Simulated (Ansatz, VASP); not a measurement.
## Two plane-wave programs on CdSe

```
Cd Se
1.0
     4.33992    0.00000    0.00000
    -2.16996    3.75848    0.00000
     0.00000    0.00000    7.07838
Cd Se
2 2
Direct
  0.33333 0.66667 0.00005
  0.66667 0.33333 0.50005
  0.33333 0.66667 0.37595
  0.66667 0.33333 0.87595
```

Alike in both runs: functional r2SCAN; k mesh 9 × 9 × 4; occupations gaussian, width 0.02 eV; no spin polarisation.

Ansatz relaxed the structure, and its values are those at the end. VASP's run is a single point on that final structure, the one shown.

|  | VASP | Ansatz |
| --- | --- | --- |
| version | VASP 6.6.1 | Ansatz 0.2.0 |
| potentials or method | VASP PAW PBE potentials, release 64 (Cd, Se), cutoff 520 eV | scalar-relativistic, plane waves, PAW |
| valence electrons in the cell | 36 | 72 |

VASP gave:

| Property | Result |
| --- | --- |
| gap on the k mesh at the Fermi level (eV) | 1.09 |
| least direct gap on the mesh (eV) | 1.09 |
| pressure (GPa) | 0.2 |

Q: What did Ansatz give for the same quantities?

A: gap on the k mesh at the Fermi level (eV): 1.10; least direct gap on the mesh (eV): 1.10; pressure (GPa): 0.0.

VASP's potentials were made for PBE, not for r2SCAN. The functional is the same, so the differences come from potentials, cutoffs and numerics. VASP's potentials hold 36 valence electrons a cell and Ansatz's 72, so a difference there can come from the potentials and not from the codes.
